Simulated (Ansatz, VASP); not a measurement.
**One calculation of CdF2, two programs**

```xyz
3
Lattice="0.0000 2.6390 2.6390 2.6390 0.0000 2.6390 2.6390 2.6390 0.0000" Properties=species:S:1:pos:R:3 pbc="T T T"
Cd    0.0000    0.0000    0.0000
F     3.9585    3.9585    3.9585
F     1.3195    1.3195    1.3195
```

Alike in both runs: task single point; functional r2SCAN; k mesh 9 × 9 × 9; occupations fermi-dirac, width 0.05 eV; no spin polarisation.

```csv
,VASP,Ansatz
version,VASP 6.6.1,Ansatz 0.2.0
potentials or method,"VASP PAW PBE potentials, release 64 (Cd, F)",Ansatz PAW
plane-wave cutoff (eV),520,500
valence electrons in the cell,26,34
```

```tsv
	VASP	Ansatz	Ansatz less VASP
gap on the k mesh at the Fermi level (eV)	4.00	4.05	+0.049
least direct gap on the mesh (eV)	4.39	4.45	+0.059
pressure (GPa)	9.6	8.1	-1.43
```

VASP's potentials were made for PBE, not for r2SCAN. With one functional, cell and mesh, what is left measures potentials, basis and numerics. VASP's potentials hold 26 valence electrons a cell and Ansatz's 34, so a difference there can come from the potentials and not from the codes.

Noted on Ansatz's run: odd divisions of the mesh miss points on the zone boundary, where band edges often lie, so the gap on the mesh can be too wide.
